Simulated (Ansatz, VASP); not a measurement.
## Cu3N in VASP and in Ansatz

```
Cu N
1.0
     3.78937    0.00000    0.00000
     0.00000    3.78937    0.00000
     0.00000    0.00000    3.78937
Cu N
3 1
Cartesian
  1.8947 0.0000 0.0000
  0.0000 1.8947 0.0000
  0.0000 0.0000 1.8947
  0.0000 0.0000 0.0000
```

Alike in both runs: task single point; functional PBE; k mesh 6 × 6 × 6; occupations fermi-dirac, width 0.02 eV; no spin polarisation.

|  | VASP | Ansatz |
| --- | --- | --- |
| version | VASP 6.6.1 | Ansatz 0.2.0 |
| potentials or method | VASP PAW PBE potentials, release 64 (Cu, N) | plane waves, PAW |
| plane-wave cutoff (eV) | 600 | 420 |
| valence electrons in the cell | 38 | 62 |

```tsv
	VASP	Ansatz	Ansatz less VASP
pressure (GPa)	4.7	3.9	-0.78
```

VASP's potentials hold 38 valence electrons a cell and Ansatz's 62, so a difference there can come from the potentials and not from the codes.
